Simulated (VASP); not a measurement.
# Mo3P3H in VASP: single point with PBEsol

Aim: the single point of Mo3P3H with PBEsol.

Program: VASP 6.6.1. These are calculated values, not measurements. Logs are shortened: lines on timing, memory, paths and dates and some standing lists are left out, and cuts for length are marked.

## Step 1: The cell of the first run

The cell holds a slab with vacuum, 7 atoms: a = 3.174 Å, b = 3.206 Å, c = 25.479 Å, α = 90.00°, β = 90.00°, γ = 90.00°.

## Step 2: Single point, PBEsol

INCAR

```
  PREC = Accurate
  ENCUT = 400
  EDIFF = 1E-6
  ISMEAR = 0
  SIGMA = 0.1
  LREAL = F
  LASPH = T
  NELM = 120
  ALGO = Normal
  ISIF = 2
  LWAVE = F
  LCHARG = F
  LDIPOL = T
  IDIPOL = 3
  DIPOL = 0.5 0.5 0.485
  GGA = PS
  NBANDS = 38
  GGA_COMPAT = F
  NELMDL = -8
```

KPOINTS

```
Automatic mesh
0
Gamma
  9 9 1
```

POSCAR

```
Mo3P3H
1.0
    3.1741350969      0.0000000000      0.0000000000
    0.0000000000      3.2062346803      0.0000000000
    0.0000000000      0.0000000000     25.4789215952
Mo P H
3 3 1
Direct
    0.0000000000      0.5000000000      0.3336090960
    0.0000000000      0.0000000000      0.4425886174
    0.0000000000      0.5000000000      0.5501261364
    0.5000000000      0.0000000000      0.3699356032
    0.5000000000      0.5000000000      0.4792943049
    0.5000000000      0.0000000000      0.5907329554
    0.7500000000      0.2500000000      0.6284641267
```

Potentials or basis: VASP PAW PBE potentials, release 64 (Mo_sv, P, H).

On the command line:

```
> cat potpaw_PBE.64/Mo_sv/POTCAR potpaw_PBE.64/P/POTCAR potpaw_PBE.64/H/POTCAR > POTCAR
> mpirun -np 1 vasp_std > vasp.out
```

OUTCAR:

```text
PREC = Accurate
   ENCUT = 400
   EDIFF = 1E-6
   ISMEAR = 0
   LREAL = F
   LASPH = T
   NELM = 120
   ISIF = 2
   GGA = PS
   NELMDL = -8

 ion  position               nearest neighbor table
   1  0.000  0.500  0.334-   4 2.44   4 2.44   4 2.44   4 2.44   2 3.21   2 3.21
   2  0.000  0.000  0.443-   4 2.44   4 2.44   5 2.44   5 2.44   5 2.44   5 2.44   3 3.17   3 3.17
                             1 3.21   1 3.21
   3  0.000  0.500  0.550-   5 2.40   5 2.40   6 2.48   6 2.48   6 2.48   6 2.48   2 3.17   2 3.17

   4  0.500  0.000  0.370-   2 2.44   2 2.44   1 2.44   1 2.44   1 2.44   1 2.44
   5  0.500  0.500  0.479-   3 2.40   3 2.40   2 2.44   2 2.44   2 2.44   2 2.44
   6  0.500  0.000  0.591-   7 1.48   3 2.48   3 2.48   3 2.48   3 2.48
   7  0.750  0.250  0.628-   6 1.48

  LATTYP: Found a simple orthorhombic cell.
 ALAT       =     3.1741350969
 B/A-ratio  =     1.0101128599
 C/A-ratio  =     8.0270438458

  Lattice vectors:

 A1 = (   3.1741350969,   0.0000000000,   0.0000000000)
 A2 = (   0.0000000000,   3.2062346803,   0.0000000000)
 A3 = (   0.0000000000,   0.0000000000,  25.4789215952)

Analysis of symmetry for initial positions (statically):
=====================================================================
 Subroutine PRICEL returns:
 Original cell was already a primitive cell.

 Routine SETGRP: Setting up the symmetry group for a
 simple orthorhombic supercell.

 Subroutine GETGRP returns: Found  1 space group operations
 (whereof  1 operations were pure point group operations)
 out of a pool of  8 trial point group operations.

The static configuration has the point symmetry C_1 .

Analysis of symmetry for dynamics (positions and initial velocities):
=====================================================================
 Subroutine PRICEL returns:
 Original cell was already a primitive cell.

 Routine SETGRP: Setting up the symmetry group for a
 simple orthorhombic supercell.

 Subroutine GETGRP returns: Found  1 space group operations
 (whereof  1 operations were pure point group operations)
 out of a pool of  8 trial point group operations.

The dynamic configuration has the point symmetry C_1 .

 Subroutine INISYM returns: Found  1 space group operations
 (whereof  1 operations are pure point group operations),
 and found     1 'primitive' translations

----------------------------------------------------------------------------------------

                                     Primitive cell

  volume of cell :     259.2995

  direct lattice vectors                    reciprocal lattice vectors
     3.174135097  0.000000000  0.000000000     0.315046452  0.000000000  0.000000000
     0.000000000  3.206234680  0.000000000     0.000000000  0.311892328  0.000000000
     0.000000000  0.000000000 25.478921595     0.000000000  0.000000000  0.039248129

  length of vectors
     3.174135097  3.206234680 25.478921595     0.315046452  0.311892328  0.039248129

  position of ions in fractional coordinates (direct lattice)
     0.000000000  0.500000000  0.333609096
     0.000000000  0.000000000  0.442588617
     0.000000000  0.500000000  0.550126136
     0.500000000  0.000000000  0.369935603
     0.500000000  0.500000000  0.479294305
     0.500000000  0.000000000  0.590732955
     0.750000000  0.250000000  0.628464127

  ion indices of the primitive-cell ions
   primitive index   ion index
                 1           1
                 2           2
                 3           3
                 4           4
                 5           5
                 6           6
                 7           7

----------------------------------------------------------------------------------------

 KPOINTS: Automatic mesh

Automatic generation of k-mesh.
 Grid dimensions read from file:
 generate k-points for:    9    9    1

 Generating k-lattice:

  Cartesian coordinates                     Fractional coordinates (reciprocal lattice)
     0.035005161  0.000000000  0.000000000     0.111111111  0.000000000  0.000000000
     0.000000000  0.034654703  0.000000000     0.000000000  0.111111111  0.000000000
     0.000000000  0.000000000  0.039248129     0.000000000  0.000000000  1.000000000

  Length of vectors
     0.035005161  0.034654703  0.039248129

  Shift w.r.t. Gamma in fractional coordinates (k-lattice)
     0.000000000  0.000000000  0.000000000

 Subroutine IBZKPT returns following result:
 ===========================================

 Found     41 irreducible k-points:

 Following reciprocal coordinates:
            Coordinates               Weight
  0.000000  0.000000  0.000000      1.000000
  0.111111  0.000000  0.000000      2.000000
  0.222222  0.000000  0.000000      2.000000
  0.333333  0.000000  0.000000      2.000000
  0.444444  0.000000  0.000000      2.000000
  0.000000  0.111111  0.000000      2.000000
[... 16 lines left out ...]
  0.444444 -0.222222  0.000000      2.000000
  0.000000  0.333333  0.000000      2.000000
 [... further k-points ...]
   k-points           NKPTS =     41   k-points in BZ     NKDIM =     41   number of bands    NBANDS=     38
   number of dos      NEDOS =    301   number of ions     NIONS =      7
   total plane-waves  NPLWV =  96768
   dimension x,y,z NGX =    24 NGY =   24 NGZ =  168
   dimension x,y,z NGXF=    48 NGYF=   48 NGZF=  336
   ions per type =               3   3   1
   NGX,Y,Z   is equivalent  to a cutoff of  12.57, 12.44, 10.96 a.u.
   NGXF,Y,Z  is equivalent  to a cutoff of  25.14, 24.89, 21.92 a.u.
 SYSTEM =  unknown system
   PREC   = accura    normal or accurate (medium, high low for compatibility)
   ISTART =      0    job   : 0-new  1-cont  2-samecut
   ICHARG =      2    charge: 1-file 2-atom 10-const
   ISPIN  =      1    spin polarized calculation?
   LNONCOLLINEAR =      F non collinear calculations
   LSORBIT =      F    spin-orbit coupling
   LASPH  =      T    aspherical Exc in radial PAW
   ENCUT  =  400.0 eV  29.40 Ry    5.42 a.u.   5.18  5.23 41.55*2*pi/ulx,y,z
   NELM   =    120;   NELMIN=  2; NELMDL= -8     # of ELM steps
   EDIFF  = 0.1E-05   stopping-criterion for ELM
   LREAL  =      F    real-space projection
[... 7 lines left out ...]
   TEBEG  =    0.0;   TEEND  =   0.0 temperature during run
   PSTRESS=    0.0 pullay stress
   NELECT =      58.0000    total number of electrons
   NUPDOWN=      -1.0000    fix difference up-down
   EMIN   =  10.00;   EMAX   =-10.00  energy-range for DOS
   EFERMI =   0.00;   METHOD = LEGACY
   ISMEAR =     0;   SIGMA  =   0.10  broadening in eV -4-tet -1-fermi 0-gaus
   EFERMI_NEDOS =   21; number of points for ismear=-14 and -15
   IALGO  =     38    algorithm
   IMIX   =      4    mixing-type and parameters
     AMIX     =   0.40;   BMIX     =  1.00
     AMIX_MAG =   1.60;   BMIX_MAG =  1.00
  volume/ion in A,a.u.               =      37.04       249.98
  Fermi-wavevector in a.u.,A,eV,Ry     =   0.993765  1.877943 13.436683  0.987568
  Thomas-Fermi vector in A             =   2.125669
   LORBIT       =      0    0 simple, 1 ext, 2 COOP (PROOUT), +10 PAW based schemes
   GGA     = PS    functional components
   LHFCALC =     F    Hartree Fock is set to
   AEXX    =    0.0000 exact exchange contribution
   IVDW    =     0    specifies the selected vdW correction
   LEPSILON=     F    determine dielectric tensor
   LRPA    =     F    only Hartree local field effects (RPA)
 non-spin polarized calculation
 Gauss-broadening in eV      SIGMA  =   0.10
  energy-cutoff  :      400.00
  volume of cell :      259.30
 maximum number of plane-waves:      4759
 NGX is ok and might be reduce to    24
   NGX = 11   NGY = 11   NGZ = 83

 dipolmoment           0.000000      0.000000      0.000408 electrons x Angstroem

 number of electron      58.0000008 magnetization

 dipolmoment           0.000000      0.000000     -0.003600 electrons x Angstroem

 Free energy of the ion-electron system (eV)
  ---------------------------------------------------
  ext. energy  EPLUGINS =         0.00000000
  ---------------------------------------------------
  free energy    TOTEN  =       -56.88359684 eV

  energy without entropy =      -56.85475784  energy(sigma->0) =      -56.86917734

 E-fermi :   0.9903     XC(G=0):  -5.0747

 val. band max:        0.9858208107   @ k =   0.4444   0.1111   0.0000
 cond. band min:       1.0200619579   @ k =   0.1111   0.1111   0.0000
 fundamental gap:      0.0342411471
 Fermi energy:         0.9902911312

 k-point     1 :       0.0000    0.0000    0.0000
  band No.  band energies     occupation
      1     -60.0923      2.00000
      2     -59.9069      2.00000
      3     -59.6843      2.00000
      4     -34.3424      2.00000
      5     -34.2175      2.00000
      6     -34.1428      2.00000
[... 30 lines left out ...]
     37       4.3688      0.00000
     38       4.4853      0.00000

 k-point     2 :       0.1111    0.0000    0.0000
  band No.  band energies     occupation
      1     -60.0898      2.00000
      2     -59.9045      2.00000
      3     -59.6820      2.00000
      4     -34.3374      2.00000
      5     -34.2530      2.00000
      6     -34.1393      2.00000
[... 30 lines left out ...]
     37       4.4821      0.00000
     38       4.7365      0.00000

 k-point     3 :       0.2222    0.0000    0.0000
  band No.  band energies     occupation
      1     -60.0835      2.00000
      2     -59.8982      2.00000
      3     -59.6761      2.00000
      4     -34.3453      2.00000
      5     -34.3217      2.00000
      6     -34.1772      2.00000
[... 30 lines left out ...]
     37       4.9140      0.00000
[... 781 lines left out ...]
 k-point    23 :       0.4444   -0.2222    0.0000
  band No.  band energies     occupation
      1     -60.0642      2.00000
      2     -59.8797      2.00000
      3     -59.6581      2.00000
      4     -34.4906      2.00000
      5     -34.3239      2.00000
      6     -34.2782      2.00000
[... 30 lines left out ...]
     37       4.4453      0.00000
     38       5.3509      0.00000

 k-point    24 :       0.0000    0.3333    0.0000
  band No.  band energies     occupation
      1     -60.0784      2.00000
      2     -59.8944      2.00000
      3     -59.6712      2.00000
      4     -34.3537      2.00000
      5     -34.2982      2.00000
      6     -34.1972      2.00000
[... 30 lines left out ...]
     37       4.2275      0.00000
     38       4.5446      0.00000

 [... further k-points ...]

------------------------ aborting loop because EDIFF is reached ----------------------------------------

 vacuum level on the upper side and lower side of the slab       (xc-potential included)        -0.191        -0.114

  FORCE on cell =-STRESS in cart. coord.  units (eV):
  Direction    XX          YY          ZZ          XY          YZ          ZX
  --------------------------------------------------------------------------------------
  -------------------------------------------------------------------------------------
  Total       -2.5698879     -4.4410262     -2.2538515      0.2026041      0.1448164      0.2082960
  in kB      -15.8789948    -27.4405088    -13.9262481      1.2518640      0.8948012      1.2870330
  external PRESSURE =     -19.0819172 kB  Pullay stress =       0.0000000 kB

 VOLUME and BASIS-vectors are now :
 -----------------------------------------------------------------------------
  energy-cutoff  :      400.00
  volume of cell :      259.30
      direct lattice vectors                 reciprocal lattice vectors
     3.174135097  0.000000000  0.000000000     0.315046452  0.000000000  0.000000000
     0.000000000  3.206234680  0.000000000     0.000000000  0.311892328  0.000000000
     0.000000000  0.000000000 25.478921595     0.000000000  0.000000000  0.039248129

 POSITION                                       TOTAL-FORCE (eV/Angst)
 -----------------------------------------------------------------------------------
      0.00000      1.60312      8.50000         0.001900      0.007475      1.972262
      0.00000      0.00000     11.27668        -0.055861     -0.049335     -0.295000
      0.00000      1.60312     14.01662         0.241492      0.281344      0.158921
      1.58707      0.00000      9.42556        -0.000519     -0.021141     -1.711975
      1.58707      1.60312     12.21190        -0.061010     -0.034385     -0.151993
      1.58707      0.00000     15.05124        -0.210939     -0.267086      0.032237
      2.38060      0.80156     16.01259         0.084936      0.083130     -0.004453
 -----------------------------------------------------------------------------------
    total drift:                               -0.000021     -0.000020      0.000584

  FREE ENERGIE OF THE ION-ELECTRON SYSTEM (eV)
  ---------------------------------------------------
  free  energy   TOTEN  =       -56.8835968444 eV

  energy  without entropy=      -56.8547578392  energy(sigma->0) =      -56.86917734

 vacuum level on the upper side and lower side of the slab         5.276         5.348
```

Wall time 15 min (1 thread of AMD EPYC 7R43 (Zen 3), shared host); peak memory 0.38 GiB.

Results:

```yaml
Free_energy: -56.8836 eV
Largest_force: 1.972 eV/Å
Band_gap_on_the_k_mesh: zero (bands 29 and 30 overlap by 0.98 eV)
```

Forces on the atoms (eV/Å):
```
Mo   0.002  0.007  1.972
Mo  -0.056 -0.049 -0.295
Mo   0.241  0.281  0.159
P   -0.001 -0.021 -1.712
P   -0.061 -0.034 -0.152
P   -0.211 -0.267  0.032
H    0.085  0.083 -0.004
```

Caveat: the PAW data sets were made with another functional, which shifts forces and pressure a little.

The gap in the log of VASP goes by the Fermi energy; the results here count the filled bands.